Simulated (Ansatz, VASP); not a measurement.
**Be in VASP and in Ansatz**

```
Be
1.0
    -0.98945    0.98945    0.98945
     0.98945   -0.98945    0.98945
     0.98945    0.98945   -0.98945
Be
1
Direct
  0.00000 0.00000 0.00000
```

Change from the starting cell: volume scaled by 0.5, LAPW.

Alike in both runs: task single point; functional PBEsol; k mesh 23 × 23 × 23; occupations fermi-dirac, width 0.1 eV; no spin polarisation.

|  | VASP | Ansatz |
| --- | --- | --- |
| version | VASP 6.6.1 | Ansatz 0.2.0 |
| potentials or method | VASP PAW PBE potentials, release 64 (Be), cutoff 520 eV | all-electron LAPW, scalar-relativistic |

|  | VASP | Ansatz | Ansatz less VASP |
| --- | --- | --- | --- |
| pressure (GPa) | 274.6 | 270.5 | -4.13 |

VASP's potentials were made for PBE, not for PBEsol. Both programs put the cell under a high pressure, so it lies far from rest at this level. Ansatz ran all-electron here, and VASP with PAW potentials.

Noted on VASP's run: the cell as given lies far from equilibrium.
